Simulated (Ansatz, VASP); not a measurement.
**CdI2 in VASP and in Ansatz**

The input POSCAR:

```
CdI2
1.0
    4.2487073931      0.0000000000      0.0000000000
   -2.1243536965      3.6794885357      0.0000000000
    0.0000000000      0.0000000000      6.8836385196
Cd I
1 2
Direct
    0.0000000000      0.0000000000      0.0000000000
    0.3333333333      0.6666666667      0.2495631425
    0.6666666667      0.3333333333      0.7504368575
```

The input INCAR.step1:

```
SYSTEM = CdI2
PREC = Accurate
ENCUT = 550
ISMEAR = 0
SIGMA = 0.01
LREAL = .FALSE.
LASPH = .TRUE.
NELM = 120
NBANDS = 20
GGA = PE
ALGO = Normal
EDIFF = 1E-5
LWAVE = .TRUE.
LCHARG = .FALSE.
GGA_COMPAT = .FALSE.
```

File INCAR.step2:

```
SYSTEM = CdI2
PREC = Accurate
ENCUT = 550
EDIFF = 1E-6
ISMEAR = 0
SIGMA = 0.01
LREAL = .FALSE.
LASPH = .TRUE.
NELM = 120
ALGO = Normal
ISIF = 2
LWAVE = .FALSE.
LCHARG = .FALSE.
METAGGA = R2SCAN
LMIXTAU = .TRUE.
NBANDS = 20
ISTART = 1
GGA_COMPAT = .FALSE.
```

KPOINTS

```
regular mesh
0
G
  12 12 4
  0 0 0
```

Input for Ansatz:

```yaml
crystal:
  lattice:
    - [4.2487073931, 0.0, 0.0]
    - [-2.1243536965, 3.6794885357, 0.0]
    - [0.0, 0.0, 6.8836385196]
  atoms:
    - { symbol: Cd, position: [0.0, 0.0, 0.0] }
    - { symbol: I, position: [0.3333333333, 0.6666666667, 0.2495631425] }
    - { symbol: I, position: [0.6666666667, 0.3333333333, 0.7504368575] }
kpoints:
  mp_grid: { grid: [12, 12, 4] }
  band_path:
    path:
      - [0.0, 0.0, 0.0]
      - [0.5, 0.0, 0.0]
      - [0.3333333333, 0.3333333333, 0.0]
      - [0.0, 0.0, 0.5]
      - [0.5, 0.0, 0.5]
      - [0.3333333333, 0.3333333333, 0.5]
      - [-0.125, 0.125, 0.203125]
      - [0.0, 0.455729, 0.359375]
    npoints: 1
hamiltonian:
  xc: r2scan
scf:
  occupations: { method: fixed }
  n_extra_bands: 4
output:
  forces: true
  stress: true
  eigenvalues: true
```

Alike in both runs: task single point; functional r2SCAN; k mesh 12 × 12 × 4; no spin polarisation.

|  | VASP | Ansatz |
| --- | --- | --- |
| version | VASP 6.6.1 | Ansatz 0.2.0 |
| potentials or method | VASP PAW PBE potentials, release 64 (Cd, I) | plane waves, PAW |
| plane-wave cutoff (eV) | 550 | 500 |
| occupations | gaussian, width 0.01 eV | fixed |
| valence electrons in the cell | 26 | 54 |

|  | VASP | Ansatz | Ansatz less VASP |
| --- | --- | --- | --- |
| gap on the k mesh at the Fermi level (eV) | 2.80 | 2.82 | +0.013 |
| pressure (GPa) | 1.0 | 0.8 | -0.11 |
| rms of the force components (eV/Å) | 0.010 | 0.001 | -0.0095 |

VASP's potentials were made for PBE, not for r2SCAN. Atom by atom the forces differ by 0.011 eV/Å (rms over components). VASP's potentials hold 26 valence electrons a cell and Ansatz's 54, so a difference there can come from the potentials and not from the codes.

Spin-orbit coupling is off throughout.
